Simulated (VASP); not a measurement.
Set up this calculation in VASP 6.6.1, as the native input.

```
Task                   : single point
Functional             : PBE
Potentials or basis    : VASP PAW PBE potentials, release 64 (Mg, B)
Cutoff                 : 600 eV
k mesh                 : 12 × 12 × 12
Occupations            : gaussian, width 0.1 eV
Spin                   : no spin polarisation
Dipole correction      : no
Further INCAR settings : ALGO = Normal; EDIFF = 1e-06; NBANDS = 21
```

The structure of MgB3 lies in POSCAR:

```
MgB3
1.0
    5.1293876728      0.0000000000      0.0000000000
   -2.5646938364      4.4421800305      0.0000000000
    0.0000000000      0.0000000000      3.2944813086
Mg B
2 6
Direct
    0.3333333333      0.6666666667      0.7500000000
    0.6666666667      0.3333333333      0.2500000000
    0.8857582940      0.7715165880      0.7500000000
    0.1142417060      0.2284834120      0.2500000000
    0.2284834120      0.1142417060      0.7500000000
    0.7715165880      0.8857582940      0.2500000000
    0.1142417060      0.8857582940      0.2500000000
    0.8857582940      0.1142417060      0.7500000000
```

These files were run (other wordings do the same):

INCAR

```
PREC = Accurate ; ENCUT = 600
EDIFF = 1E-6 ; ISMEAR = 0
SIGMA = 0.1 ; LREAL = F
LASPH = T ; NELM = 120
ALGO = Normal ; ISIF = 2
LWAVE = F ; LCHARG = F
GGA = PE ; NBANDS = 21
GGA_COMPAT = F
```

KPOINTS

```
Automatic mesh
0
Gamma
  12 12 12
```

Potentials or basis: VASP PAW PBE potentials, release 64 (Mg, B).

The run is started by

```sh
$ cat potpaw_PBE.64/Mg/POTCAR potpaw_PBE.64/B/POTCAR > POTCAR
$ mpirun -np 1 vasp_std > vasp.out
```

Results of the run:

* Pressure: -0.2 GPa
* Largest force: 0.026 eV/Å
* Band gap on the k mesh: zero (band 11 reaches 6.67 eV, above the bottom of band 12 at 3.72 eV)

Wall time 2.7 min on 1 thread of Intel(R) Xeon(R) Platinum 8559C (Emerald Rapids), on a shared host, peak memory 0.36 GiB.
